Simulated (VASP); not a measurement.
# SnO2 in VASP: settings compared

The runs below take SnO2 through single point, with PBE, r2SCAN.

All numbers are computed with VASP 6.6.1; they aren't measurements. Logs are shortened: lines on timing, memory, paths and dates and some standing lists are left out, and cuts for length are marked.

## Step 1: The cell of the first run

The structure is tetragonal, space group I4/mmm (No. 139). The conventional cell has a = 3.583 Å, b = 3.583 Å, c = 5.249 Å, α = 90.00°, β = 90.00°, γ = 90.00°. Sn (site symmetry 4/mmm) has 8 O at 2.22 Å within 2.9 Å. Within 2.9 Å of O (site symmetry -4m2) lie 4 Sn at 2.22 Å and 6 O at 2.53 to 2.62 Å.

## Step 2: Single point, PBE (uniaxial z strain +3.6%)

INCAR

```
PREC = Accurate
ENCUT = 520
EDIFF = 1E-6
ISMEAR = -1
SIGMA = 0.02
LREAL = False
LASPH = True
NELM = 80
ALGO = Normal
ISIF = 2
LWAVE = False
LCHARG = False
GGA = PE
NBANDS = 20
```

KPOINTS

```
regular mesh
0
Gamma
  8 8 8
```

POSCAR

```
SnO2
1.0
    0.0000000000      2.5334669704      2.6246717813
    2.5334669704      0.0000000000      2.6246717813
    2.5334669704      2.5334669704      0.0000000000
Sn O
1 2
Direct
    0.0000000000      0.0000000000      0.0000000000
    0.2500000000      0.2500000000      0.2500000000
    0.7500000000      0.7500000000      0.7500000000
```

Potentials or basis: VASP PAW PBE potentials, release 64 (Sn_d, O).

Run with:

```sh
> cat potpaw_PBE.64/Sn_d/POTCAR potpaw_PBE.64/O/POTCAR > POTCAR
> mpirun -np 1 vasp_std > vasp.out
```

OUTCAR:

```text
PREC = Accurate
   ENCUT = 520
   EDIFF = 1E-6
   ISMEAR = -1
   LREAL = False
   LASPH = True
   NELM = 80
   ISIF = 2
   GGA = PE

 ion  position               nearest neighbor table
   1  0.000  0.000  0.000-   3 2.22   3 2.22   3 2.22   2 2.22   3 2.22   2 2.22   2 2.22   2 2.22

   2  0.250  0.250  0.250-   1 2.22   1 2.22   1 2.22   1 2.22
   3  0.750  0.750  0.750-   1 2.22   1 2.22   1 2.22   1 2.22

  LATTYP: Found a body centered tetragonal cell.
 ALAT       =     3.5828633494
 C/A-ratio  =     1.4651252506

  Lattice vectors:

 A1 = (  -2.5334669704,   0.0000000000,   2.6246717813)
 A2 = (   2.5334669704,   0.0000000000,   2.6246717813)
 A3 = (   0.0000000000,   2.5334669704,  -2.6246717813)

Analysis of symmetry for initial positions (statically):
=====================================================================
 Subroutine PRICEL returns:
 Original cell was already a primitive cell.

 Routine SETGRP: Setting up the symmetry group for a
 body centered tetragonal supercell.

 Subroutine GETGRP returns: Found 16 space group operations
 (whereof 16 operations were pure point group operations)
 out of a pool of 16 trial point group operations.

The static configuration has the point symmetry D_4h.

Analysis of symmetry for dynamics (positions and initial velocities):
=====================================================================
 Subroutine PRICEL returns:
 Original cell was already a primitive cell.

 Routine SETGRP: Setting up the symmetry group for a
 body centered tetragonal supercell.

 Subroutine GETGRP returns: Found 16 space group operations
 (whereof 16 operations were pure point group operations)
 out of a pool of 16 trial point group operations.

The dynamic configuration has the point symmetry D_4h.

 Subroutine INISYM returns: Found 16 space group operations
 (whereof 16 operations are pure point group operations),
 and found     1 'primitive' translations

----------------------------------------------------------------------------------------

                                     Primitive cell

  volume of cell :      33.6927

  direct lattice vectors                    reciprocal lattice vectors
     0.000000000  2.533466970  2.624671781    -0.197358010  0.197358010  0.190500010
     2.533466970  0.000000000  2.624671781     0.197358010 -0.197358010  0.190500010
     2.533466970  2.533466970  0.000000000     0.197358010  0.197358010 -0.190500010

  length of vectors
     3.647925006  3.647925006  3.582863349     0.337921029  0.337921029  0.337921029

  position of ions in fractional coordinates (direct lattice)
     0.000000000  0.000000000  0.000000000
     0.250000000  0.250000000  0.250000000
     0.750000000  0.750000000  0.750000000

  ion indices of the primitive-cell ions
   primitive index   ion index
                 1           1
                 2           2
                 3           3

----------------------------------------------------------------------------------------

 KPOINTS: regular mesh

Automatic generation of k-mesh.
 Grid dimensions read from file:
 generate k-points for:    8    8    8

 Generating k-lattice:

  Cartesian coordinates                     Fractional coordinates (reciprocal lattice)
    -0.024669751  0.024669751  0.023812501     0.125000000 -0.000000000  0.000000000
     0.024669751 -0.024669751  0.023812501    -0.000000000  0.125000000  0.000000000
     0.024669751  0.024669751 -0.023812501     0.000000000  0.000000000  0.125000000

  Length of vectors
     0.042240129  0.042240129  0.042240129

  Shift w.r.t. Gamma in fractional coordinates (k-lattice)
     0.000000000  0.000000000  0.000000000

 Subroutine IBZKPT returns following result:
 ===========================================

 Found     59 irreducible k-points:

 Following reciprocal coordinates:
            Coordinates               Weight
  0.000000  0.000000  0.000000      1.000000
  0.125000 -0.000000  0.000000      8.000000
  0.250000 -0.000000  0.000000      8.000000
  0.375000 -0.000000  0.000000      8.000000
  0.500000 -0.000000  0.000000      4.000000
  0.125000  0.125000  0.000000      2.000000
[... 16 lines left out ...]
  0.250000 -0.000000  0.125000     16.000000
  0.375000 -0.000000  0.125000     16.000000
 [... further k-points ...]
   k-points           NKPTS =     59   k-points in BZ     NKDIM =     59   number of bands    NBANDS=     20
   number of dos      NEDOS =    301   number of ions     NIONS =      3
   total plane-waves  NPLWV =  21952
   dimension x,y,z NGX =    28 NGY =   28 NGZ =   28
   dimension x,y,z NGXF=    56 NGYF=   56 NGZF=   56
   ions per type =               1   2
   NGX,Y,Z   is equivalent  to a cutoff of  12.76, 12.76, 12.99 a.u.
   NGXF,Y,Z  is equivalent  to a cutoff of  25.52, 25.52, 25.98 a.u.
 SYSTEM =  unknown system
   PREC   = accura    normal or accurate (medium, high low for compatibility)
   ISTART =      0    job   : 0-new  1-cont  2-samecut
   ICHARG =      2    charge: 1-file 2-atom 10-const
   ISPIN  =      1    spin polarized calculation?
   LNONCOLLINEAR =      F non collinear calculations
   LSORBIT =      F    spin-orbit coupling
   LASPH  =      T    aspherical Exc in radial PAW
   ENCUT  =  520.0 eV  38.22 Ry    6.18 a.u.   6.78  6.78  6.66*2*pi/ulx,y,z
   NELM   =     80;   NELMIN=  2; NELMDL= -5     # of ELM steps
   EDIFF  = 0.1E-05   stopping-criterion for ELM
   LREAL  =      F    real-space projection
   EDIFFG = 0.1E-04   stopping-criterion for IOM
   NSW    =      0    number of steps for IOM
   IBRION =     -1    ionic relax: 0-MD 1-quasi-New 2-CG
   NFREE  =      0    steps in history (QN), initial steepest desc. (CG)
   ISIF   =      2    stress and relaxation
   ISYM   =      2    0-nonsym 1-usesym 2-fastsym
   POTIM  = 0.5000    time-step for ionic-motion
   TEBEG  =    0.0;   TEEND  =   0.0 temperature during run
   PSTRESS=    0.0 pullay stress
   NELECT =      26.0000    total number of electrons
   NUPDOWN=      -1.0000    fix difference up-down
   EMIN   =  10.00;   EMAX   =-10.00  energy-range for DOS
   EFERMI =   0.00;   METHOD = LEGACY
   ISMEAR =    -1;   SIGMA  =   0.02  broadening in eV -4-tet -1-fermi 0-gaus
   EFERMI_NEDOS =   21; number of points for ismear=-14 and -15
   IALGO  =     38    algorithm
   IMIX   =      4    mixing-type and parameters
     AMIX     =   0.40;   BMIX     =  1.00
     AMIX_MAG =   1.60;   BMIX_MAG =  1.00
  volume/ion in A,a.u.               =      11.23        75.79
  Fermi-wavevector in a.u.,A,eV,Ry     =   1.501600  2.837612 30.678431  2.254801
  Thomas-Fermi vector in A             =   2.612949
   LORBIT       =      0    0 simple, 1 ext, 2 COOP (PROOUT), +10 PAW based schemes
   GGA     = PE    functional components
   LHFCALC =     F    Hartree Fock is set to
   AEXX    =    0.0000 exact exchange contribution
   IVDW    =     0    specifies the selected vdW correction
   LEPSILON=     F    determine dielectric tensor
   LRPA    =     F    only Hartree local field effects (RPA)
 non-spin polarized calculation
  energy-cutoff  :      520.00
  volume of cell :       33.69
 maximum number of plane-waves:       934
   NGX = 13   NGY = 13   NGZ = 13

 number of electron      25.9999991 magnetization

 Free energy of the ion-electron system (eV)
  ---------------------------------------------------
  ext. energy  EPLUGINS =         0.00000000
  ---------------------------------------------------
  free energy    TOTEN  =       -17.87601879 eV

  energy without entropy =      -17.87582548  energy(sigma->0) =      -17.87592214

 E-fermi :   7.6874     XC(G=0): -11.7318

 val. band max:        7.6746935422   @ k =  -0.2500   0.2500   0.5000
 cond. band min:       8.8473102188   @ k =   0.1250  -0.0000   0.0000
 fundamental gap:      1.1726166766
 Fermi energy:         7.6874186036

 k-point     1 :       0.0000    0.0000    0.0000
  band No.  band energies     occupation
      1     -13.0651      2.00000
      2     -13.0264      2.00000
      3     -13.0264      2.00000
      4     -12.9172      2.00000
      5     -12.9013      2.00000
      6     -11.8782      2.00000
[... 12 lines left out ...]
     19      22.2739      0.00000
     20      23.1475      0.00000

 k-point     2 :       0.1250   -0.0000    0.0000
  band No.  band energies     occupation
      1     -13.0994      2.00000
      2     -13.0372      2.00000
      3     -13.0159      2.00000
      4     -12.9182      2.00000
      5     -12.9002      2.00000
      6     -11.7218      2.00000
[... 12 lines left out ...]
     19      22.3448      0.00000
     20      23.1517      0.00000

 k-point     3 :       0.2500   -0.0000    0.0000
  band No.  band energies     occupation
      1     -13.2461      2.00000
      2     -13.0199      2.00000
      3     -12.9975      2.00000
      4     -12.9133      2.00000
      5     -12.8917      2.00000
      6     -11.2344      2.00000
[... 12 lines left out ...]
     19      23.1417      0.00000
     20      23.4406      0.00000

 k-point     4 :       0.3750   -0.0000    0.0000
  band No.  band energies     occupation
      1     -13.3993      2.00000
      2     -13.0091      2.00000
      3     -12.9920      2.00000
      4     -12.8952      2.00000
      5     -12.8733      2.00000
      6     -10.4820      2.00000
[... 12 lines left out ...]
     19      22.9945      0.00000
     20      23.2465      0.00000

 k-point     5 :       0.5000   -0.0000    0.0000
  band No.  band energies     occupation
      1     -13.4618      2.00000
      2     -13.0072      2.00000
      3     -12.9927      2.00000
      4     -12.8845      2.00000
      5     -12.8629      2.00000
      6      -9.8500      2.00000
[... 12 lines left out ...]
     19      22.8170      0.00000
     20      22.8417      0.00000
[... 353 lines left out ...]
      6     -10.3350      2.00000
[... 12 lines left out ...]
     19      24.4164      0.00000
     20      24.9499      0.00000

 k-point    22 :       0.1250    0.0000    0.1250
  band No.  band energies     occupation
      1     -13.1094      2.00000
      2     -13.0414      2.00000
      3     -13.0075      2.00000
      4     -12.9248      2.00000
      5     -12.8961      2.00000
      6     -11.6736      2.00000
[... 12 lines left out ...]
     19      22.5013      0.00000
     20      23.2687      0.00000

 k-point    23 :       0.2500   -0.0000    0.1250
  band No.  band energies     occupation
      1     -13.2144      2.00000
      2     -13.0253      2.00000
      3     -12.9955      2.00000
      4     -12.9315      2.00000
      5     -12.8873      2.00000
      6     -11.3065      2.00000
[... 12 lines left out ...]
     19      22.9208      0.00000
     20      24.5280      0.00000

 k-point    24 :       0.3750   -0.0000    0.1250
  band No.  band energies     occupation
      1     -13.3439      2.00000
      2     -13.0317      2.00000
      3     -12.9872      2.00000
      4     -12.9277      2.00000
      5     -12.8725      2.00000
      6     -10.6340      2.00000
[... 12 lines left out ...]
     19      23.0954      0.00000
     20      25.2458      0.00000

 [... further k-points ...]

------------------------ aborting loop because EDIFF is reached ----------------------------------------

  FORCE on cell =-STRESS in cart. coord.  units (eV):
  Direction    XX          YY          ZZ          XY          YZ          ZX
  --------------------------------------------------------------------------------------
  -------------------------------------------------------------------------------------
  Total        1.6191245      1.6191245     -1.5674130      0.0000000     -0.0000000      0.0000000
  in kB       76.9937247     76.9937247    -74.5347041      0.0000000     -0.0000000      0.0000000
  external PRESSURE =      26.4842484 kB  Pullay stress =       0.0000000 kB

 VOLUME and BASIS-vectors are now :
 -----------------------------------------------------------------------------
  energy-cutoff  :      520.00
  volume of cell :       33.69
      direct lattice vectors                 reciprocal lattice vectors
     0.000000000  2.533466970  2.624671781    -0.197358010  0.197358010  0.190500010
     2.533466970  0.000000000  2.624671781     0.197358010 -0.197358010  0.190500010
     2.533466970  2.533466970  0.000000000     0.197358010  0.197358010 -0.190500010

 POSITION                                       TOTAL-FORCE (eV/Angst)
 -----------------------------------------------------------------------------------
      0.00000      0.00000      0.00000        -0.000000      0.000000      0.000000
      1.26673      1.26673      1.31234        -0.000000     -0.000000      0.000000
      3.80020      3.80020      3.93701         0.000000      0.000000     -0.000000
 -----------------------------------------------------------------------------------
    total drift:                                0.000000     -0.000000      0.000000

  FREE ENERGIE OF THE ION-ELECTRON SYSTEM (eV)
  ---------------------------------------------------
  free  energy   TOTEN  =       -17.8760187879 eV

  energy  without entropy=      -17.8758254825  energy(sigma->0) =      -17.87592214
```

Run time: 62 s. Hardware: 1 thread of Intel Xeon 8259CL, shared host; peak memory 0.18 GiB.

What came out:

| Property | Result |
| --- | --- |
| Free energy | -17.8760 eV |
| Pressure | 2.6 GPa |
| Band gap on the k mesh | zero (bands 13 and 14 overlap by 0.25 eV) |

Caveat: the cell differs from its parent crystal (uniaxial z strain +3.6%); semilocal functionals underestimate gaps, so a narrow gap can read as zero; spin-orbit coupling is left out, which moves the levels of the heavy elements.

## Step 3: Single point, PBE (shear xy strain -1.7%)

INCAR

```
ALGO = Normal
EDIFF = 1E-7
ENCUT = 520
GGA = PE
ISIF = 2
ISMEAR = -1
LASPH = T
LCHARG = F
LREAL = F
LWAVE = F
NBANDS = 20
NELM = 80
PREC = Accurate
SIGMA = 0.02
```

KPOINTS

```
k-points
0
Gamma
  8 8 8
```

POSCAR

```
SnO2
1.0
   -0.0212811226      2.5334669704      2.5334669704
    2.5334669704     -0.0212811226      2.5334669704
    2.5121858478      2.5121858478      0.0000000000
Sn O
1 2
Direct
    0.0000000000      0.0000000000      0.0000000000
    0.2504601415      0.2504601415      0.2495398585
    0.7495398585      0.7495398585      0.7504601415
```

Potentials or basis: VASP PAW PBE potentials, release 64 (Sn_d, O).

Run with:

```sh
> cat potpaw_PBE.64/Sn_d/POTCAR potpaw_PBE.64/O/POTCAR > POTCAR
> mpirun -np 1 vasp_std > vasp.out
```

It took 1.8 min on 1 thread of Intel Xeon 8259CL, shared host; peak memory 0.2 GiB.

Results (log left out):

```
Free energy            : -17.8661 eV
Pressure               : 10.0 GPa
Largest force          : 0.024 eV/Å
Band gap on the k mesh : 0.28 eV (least direct gap 1.63 eV)
```

Forces on the atoms (eV/Å):
```
Sn   0.000  0.000  0.000
O    0.000  0.000  0.024
O    0.000  0.000 -0.024
```

Stress tensor (GPa, compression positive):
```
10.05  0.43  0.00
 0.43 10.05  0.00
 0.00  0.00 10.03
```

Levels at points of the mesh, in eV from the valence-band top:
| k point | band 10 | band 11 | band 12 | band 13 | band 14 | band 15 | band 16 | band 17 |
| --- | --- | --- | --- | --- | --- | --- | --- | --- |
| (0.00, 0.00, 0.00) | -2.89 | -1.46 | -1.40 | -1.34 | 0.28 | 6.96 | 7.13 | 7.30 |
| (0.50, 0.00, 0.00) | -3.42 | -3.40 | -2.13 | -2.12 | 4.89 | 8.01 | 10.35 | 10.57 |
| (0.50, 0.50, 0.00) | -5.51 | -0.22 | -0.17 | -0.12 | 3.30 | 7.26 | 9.95 | 12.20 |
| (0.00, 0.00, 0.50) | -3.46 | -3.43 | -2.15 | -2.15 | 4.93 | 8.09 | 10.35 | 10.56 |
| (0.50, 0.00, 0.50) | -5.57 | -0.20 | -0.20 | -0.12 | 3.30 | 7.26 | 9.95 | 12.31 |

Caveat: the cell differs from its parent crystal (shear xy strain -1.7%); the cell stands under pressure; spin-orbit coupling is left out, which moves the levels of the heavy elements. A k mesh can miss the band edges.

## Step 4: Single point, r2SCAN (uniaxial z strain +3.6%)

POSCAR

```
SnO2
1.0
    0.0000000000      2.5334669704      2.6246717813
    2.5334669704      0.0000000000      2.6246717813
    2.5334669704      2.5334669704      0.0000000000
Sn O
1 2
Direct
    0.0000000000      0.0000000000      0.0000000000
    0.2500000000      0.2500000000      0.2500000000
    0.7500000000      0.7500000000      0.7500000000
```

INCAR.step1

```
PREC = Accurate
ENCUT = 520
ISMEAR = -1
SIGMA = 0.02
LREAL = F
LASPH = T
NELM = 80
NBANDS = 20
GGA = PE
ALGO = Normal
EDIFF = 1E-4
LWAVE = T
LCHARG = F
```

INCAR.step2

```
PREC = Accurate
ENCUT = 520
EDIFF = 1E-6
ISMEAR = -1
SIGMA = 0.02
LREAL = F
LASPH = T
NELM = 80
ALGO = Normal
ISIF = 2
LWAVE = F
LCHARG = F
METAGGA = R2SCAN
LMIXTAU = T
NBANDS = 20
ISTART = 1
```

KPOINTS

```
Automatic mesh
0
Gamma
  8 8 8
```

Run with:

```sh
> cat potpaw_PBE.64/Sn_d/POTCAR potpaw_PBE.64/O/POTCAR > POTCAR
> cp INCAR.step1 INCAR
> mpirun -np 1 vasp_std > vasp.out
> cp INCAR.step2 INCAR
> mpirun -np 1 vasp_std > vasp.out
```

Run time: 4.7 min. Hardware: 1 thread of Intel Xeon 8259CL, shared host; peak memory 0.18 GiB.

It converged, with:

- Free energy: -41.4244 eV
- Pressure: -6.1 GPa
- Band gap on the k mesh: 0.30 eV (least direct gap 1.61 eV)

Stress tensor (GPa, compression positive):
```
 -0.58   0.00   0.00
  0.00  -0.58   0.00
  0.00   0.00 -17.08
```

Levels at points of the mesh, in eV from the valence-band top:
```tsv
k point	band 10	band 11	band 12	band 13	band 14	band 15	band 16	band 17
(0.00, 0.00, 0.00)	-2.97	-1.91	-1.31	-1.31	0.30	7.53	7.53	7.77
(0.50, 0.00, 0.00)	-3.55	-3.36	-2.32	-2.20	5.02	8.24	10.87	10.97
(0.50, 0.50, 0.00)	-5.45	-0.49	-0.25	-0.25	3.86	7.87	10.02	12.64
(0.50, 0.00, 0.50)	-5.58	-0.61	-0.17	-0.12	3.32	7.44	10.19	12.64
```

Caveat: the cell differs from its parent crystal (uniaxial z strain +3.6%); the cell stands under tension; the PAW data sets were made with another functional, which shifts forces and pressure a little; spin-orbit coupling is left out, which moves the levels of the heavy elements. A k mesh can miss the band edges.

(Continued in part 2 of 2.)
